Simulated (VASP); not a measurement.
## GaN: single point with r2SCAN

GaN:

```xyz
2
Lattice="0.0000 2.2489 2.2152 2.2489 0.0000 2.2152 2.2489 2.2489 0.0000" Properties=species:S:1:pos:R:3 pbc="T T T"
Ga    0.0000    0.0000    0.0000
N     3.3734    3.3734    3.3228
```

This cell differs from its parent crystal: strain -0.0150 x Voigt [0, 0, 1, 0, 0, 0].

- Program: VASP 6.6.1
- Task: single point
- Functional: r2SCAN
- Potentials or basis: VASP PAW PBE potentials, release 64 (Ga_d, N)
- Cutoff: 520 eV
- k mesh: 10 × 10 × 10
- Occupations: gaussian, width 0.05 eV
- Spin: no spin polarisation
- Dipole correction: no
- Further INCAR settings: ALGO = Normal; EDIFF = 1e-07; NBANDS = 16

```yaml
Pressure: 4.2 GPa
Band_gap_on_the_k_mesh: 2.21 eV, direct
```

Stress tensor (GPa, compression positive):
```
3.57 0.00 0.00
0.00 3.57 0.00
0.00 0.00 5.47
```

Levels at points of the mesh, in eV from the valence-band top:
```csv
k point,band 5,band 6,band 7,band 8,band 9,band 10,band 11,band 12,band 13,band 14
"(0.00, 0.00, 0.00)",-13.52,-13.52,-0.07,-0.07,0.00,2.21,11.07,11.11,11.11,18.81
"(0.50, 0.00, 0.00)",-13.47,-12.39,-7.34,-1.13,-1.01,5.26,9.51,10.95,11.19,16.64
"(0.50, 0.50, 0.00)",-13.43,-11.96,-6.24,-2.98,-2.98,3.66,7.15,12.85,15.08,15.08
"(0.50, 0.00, 0.50)",-13.44,-12.04,-6.41,-2.87,-2.86,3.76,7.41,12.62,14.97,15.35
```

Run time: 53 s on 1 thread of Intel(R) Xeon(R) 6975P-C (Granite Rapids), on a shared host, peak memory 0.16 GiB.

Caveat: the cell differs from its parent crystal (strain -0.0150 x Voigt [0, 0, 1, 0, 0, 0]); the PAW data sets were made with another functional, which shifts forces and pressure a little.
